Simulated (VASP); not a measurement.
Write the native input for VASP 6.6.1 that does the following.

```
Task                   : single point
Functional             : PBEsol
Potentials or basis    : VASP PAW PBE potentials, release 64 (La)
Cutoff                 : 520 eV
k mesh                 : 8 × 8 × 5
Occupations            : fermi-dirac, width 0.05 eV
Spin                   : no spin polarisation
Dipole correction      : no
Further INCAR settings : ALGO = Normal; EDIFF = 1e-06; NBANDS = 18
```

The structure of La lies in POSCAR:

```
La
1.0
    3.2892843083      0.0000000000      0.0000000000
   -1.6446421541      2.8486037712      0.0000000000
    0.0000000000      0.0000000000      5.5593678776
La
2
Direct
    0.6666666667      0.3333333333      0.7500000000
    0.3333333333      0.6666666667      0.2500000000
```

One way to write it, as run:

INCAR

```
SYSTEM = La
  PREC = Accurate
  ENCUT = 520
  EDIFF = 1E-6
  ISMEAR = -1
  SIGMA = 0.05
  LREAL = .False.
  LASPH = .True.
  NELM = 60
  ALGO = Normal
  ISIF = 2
  LWAVE = .False.
  LCHARG = .False.
  GGA = PS
  NBANDS = 18
```

KPOINTS

```
regular mesh
0
Gamma
  8 8 5
  0 0 0
```

Potentials or basis: VASP PAW PBE potentials, release 64 (La).

Run with:

```sh
$ cat potpaw_PBE.64/La/POTCAR > POTCAR
$ mpirun -np 1 vasp_std > vasp.out
```

It gave:

```yaml
Pressure: 10.2 GPa
Band_gap_on_the_k_mesh: zero (bands 11 and 12 overlap by 1.72 eV)
```

Caveat: the cell stands under pressure; the PAW data sets were made with another functional, which shifts forces and pressure a little; spin-orbit coupling is left out, which moves the levels of the heavy elements.

Wall time 13 s on 1 thread of Intel(R) Xeon(R) 6975P-C (Granite Rapids), with other jobs on the host, peak memory 0.18 GiB.
